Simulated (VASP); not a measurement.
Input of a VASP 6.6.1 run:

The input INCAR:

```
  PREC = Accurate
  ENCUT = 450
  EDIFF = 1E-7
  ISMEAR = -1
  SIGMA = 0.05
  LREAL = False
  LASPH = True
  NELM = 120
  ALGO = Normal
  ISIF = 2
  LWAVE = False
  LCHARG = False
  GGA = PS
  IBRION = 2
  NSW = 60
  EDIFFG = -0.01
  GGA_COMPAT = False
  NELMIN = 4
```

Contents of KPOINTS:

```
Automatic mesh
0
Gamma
  4 4 4
```

Contents of POSCAR:

```
CsPbBr3
1.0
    5.9874000000      0.0000000000      0.0000000000
    0.0000000000      5.9874000000      0.0000000000
    0.0000000000      0.0000000000      5.8700000000
Pb Cs Br
1 1 3
Direct
    0.5000000000      0.5000000000      0.5000000000
    0.0000000000      0.0000000000      0.0000000000
    0.5000000000      0.5000000000      0.0000000000
    0.5000000000      0.0000000000      0.5000000000
    0.0000000000      0.5000000000      0.5000000000
```

Potentials or basis: VASP PAW PBE potentials, release 64 (Pb_d, Cs_sv, Br).

Launch:

```console
$ cat potpaw_PBE.64/Pb_d/POTCAR potpaw_PBE.64/Cs_sv/POTCAR potpaw_PBE.64/Br/POTCAR > POTCAR
$ mpirun -np 1 vasp_std > vasp.out
```

(1) Estimate the band gap on the k mesh.

## Answers

(1) 1.53 eV.

Caveat: spin-orbit coupling is left out, which moves the levels of the heavy elements.
